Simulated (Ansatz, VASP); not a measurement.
**Two plane-wave programs on Na**

```xyz
1
Lattice="-2.1087 2.1404 2.1087 2.1087 -2.1404 2.1087 2.1087 2.1404 -2.1087" Properties=species:S:1:pos:R:3 pbc="T T T"
Na    0.0000    0.0000    0.0000
```

Alike in both runs: task single point; functional PBE; k mesh 12 × 12 × 12; occupations gaussian, width 0.1 eV; no spin polarisation.

```csv
,VASP,Ansatz
version,VASP 6.6.1,Ansatz 0.2.0
potentials or method,"VASP PAW PBE potentials, release 64 (Na_pv), cutoff 520 eV","scalar-relativistic, plane waves, PAW"
valence electrons in the cell,7,9
```

|  | VASP | Ansatz | Ansatz less VASP |
| --- | --- | --- | --- |
| gap on the k mesh at the Fermi level (eV) | none | none | - |
| pressure (GPa) | -0.2 | -0.2 | +0.02 |

A gap of «none» marks a metal or a gap that the smearing closes. VASP's potentials hold 7 valence electrons a cell and Ansatz's 9, so a difference there can come from the potentials and not from the codes.
